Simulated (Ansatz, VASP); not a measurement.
# CdSe in VASP and in Ansatz

INCAR

```
SYSTEM = CdSe
PREC = Accurate
ENCUT = 600
EDIFF = 1E-6
ISMEAR = 0
SIGMA = 0.02
LREAL = .False.
LASPH = .True.
NELM = 100
ALGO = Normal
ISIF = 3
LWAVE = .False.
LCHARG = .False.
GGA = PS
IBRION = 2
NSW = 100
EDIFFG = -0.005
```

KPOINTS

```
Automatic mesh
0
Gamma
  12 12 6
  0 0 0
```

Contents of POSCAR:

```
CdSe
1.0
    4.3000000000      0.0000000000      0.0000000000
   -2.1500000000      3.7239092363      0.0000000000
    0.0000000000      0.0000000000      7.0200000000
Cd Se
2 2
Direct
    0.3333333333      0.6666666667      0.0000000000
    0.6666666667      0.3333333333      0.5000000000
    0.3333333333      0.6666666667      0.3850000000
    0.6666666667      0.3333333333      0.8850000000
```

Input for Ansatz:

```yaml
crystal:
  lattice:
    - [4.3, 0.0, 0.0]
    - [-2.15, 3.7239092363, 0.0]
    - [0.0, 0.0, 7.02]
  atoms:
    - { symbol: Cd, position: [0.3333333333, 0.6666666667, 0.0] }
    - { symbol: Cd, position: [0.6666666667, 0.3333333333, 0.5] }
    - { symbol: Se, position: [0.3333333333, 0.6666666667, 0.385] }
    - { symbol: Se, position: [0.6666666667, 0.3333333333, 0.885] }
basis:
  ecutwfc: 420
kpoints:
  mp_grid: { grid: [12, 12, 6] }
hamiltonian:
  xc: pbesol
scf:
  occupations: { method: gaussian, width: 0.02 }
output:
  forces: true
  stress: true
  eigenvalues: true
  write_density: true
  write_potential: true
  elf: true
  volumetric_format: npy
relax:
  adjacent_minimum: "off"
  f_tol: 0.005
  max_steps: 80
  cell: { stress_tol: 0.05 }
```

Alike in both runs: task relaxation of cell and atoms; functional PBEsol; k mesh 12 × 12 × 6; occupations gaussian, width 0.02 eV; no spin polarisation.

|  | VASP | Ansatz |
| --- | --- | --- |
| version | VASP 6.6.1 | Ansatz 0.2.0 |
| potentials or method | VASP PAW PBE potentials, release 64 (Cd, Se), cutoff 600 eV | scalar-relativistic, plane waves, PAW |
| valence electrons in the cell | 36 | 72 |

|  | VASP | Ansatz | Ansatz less VASP |
| --- | --- | --- | --- |
| gap on the k mesh at the Fermi level, each at its own relaxed structure (eV) | 0.53 | 0.54 | +0.011 |
| relaxed volume (Å³/atom) | 28.29 | 28.12 | -0.167 |
| relaxed cell length with the largest relative difference (Å) | 4.310 | 4.301 | -0.0087 |

VASP's potentials were made for PBE, not for PBEsol. VASP's potentials hold 36 valence electrons a cell and Ansatz's 72, so a difference there can come from the potentials and not from the codes.
